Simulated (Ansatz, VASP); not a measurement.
**Os: VASP beside Ansatz**

The input INCAR:

```
PREC     = Accurate       # precision mode
ENCUT    = 520            # plane-wave cutoff, eV
EDIFF    = 1E-6           # SCF threshold, eV
ISMEAR   = -1             # smearing method
SIGMA    = 0.1            # smearing width, eV
LREAL    = False          # projectors in reciprocal space
LASPH    = True           # aspherical terms in the spheres
NELM     = 100            # most SCF steps
ALGO     = Normal         # electronic algorithm
ISIF     = 2              # what is computed and relaxed
LWAVE    = False          # write WAVECAR
LCHARG   = False          # write CHGCAR
GGA      = PE             # functional
NBANDS   = 10             # bands
```

Contents of KPOINTS:

```
Automatic mesh
0
Gamma
  14 14 14
```

POSCAR

```
Os
1.0
    2.5576175742      0.0000000000      0.0000000000
    0.0000000000      2.5576175742      0.0000000000
    0.0000000000      0.0000000000      2.5576175742
Os
1
Direct
    0.0000000000      0.0000000000      0.0000000000
```

Input for Ansatz:

```yaml
crystal:
  lattice:
    - [2.5576175742, 0.0, 0.0]
    - [0.0, 2.5576175742, 0.0]
    - [0.0, 0.0, 2.5576175742]
  atoms:
    - { symbol: Os, position: [0.0, 0.0, 0.0] }
hamiltonian:
  xc: pbe
  pseudopotentials:
    kind: paw
    azcp:
      Os: "pseudopotentials/Os.paw.azcp"
basis:
  ecutwfc: 420
  fft_grid_basis: typed
kpoints:
  mp_grid: { grid: [14, 14, 14], shift: [0, 0, 0] }
magnetization:
  spin_polarized: false
scf:
  occupations: { method: fermi_dirac, width: 0.1 }
  lower_state_search: "off"
output:
  stress: true
  write_density: true
  write_potential: true
  elf: true
  volumetric_format: npy
```

Alike in both runs: task single point; functional PBE; k mesh 14 × 14 × 14; occupations fermi-dirac, width 0.1 eV; no spin polarisation.

|  | VASP | Ansatz |
| --- | --- | --- |
| version | VASP 6.6.1 | Ansatz 0.2.0 |
| potentials or method | VASP PAW PBE potentials, release 64 (Os), cutoff 520 eV | plane waves (420 eV) with PAW, scalar-relativistic |
| valence electrons in the cell | 8 | 16 |

|  | VASP | Ansatz | Ansatz less VASP |
| --- | --- | --- | --- |
| pressure (GPa) | 0.1 | 0.5 | +0.31 |

VASP's potentials hold 8 valence electrons a cell and Ansatz's 16, so a difference there can come from the potentials and not from the codes.

Neither program's run includes spin-orbit coupling.
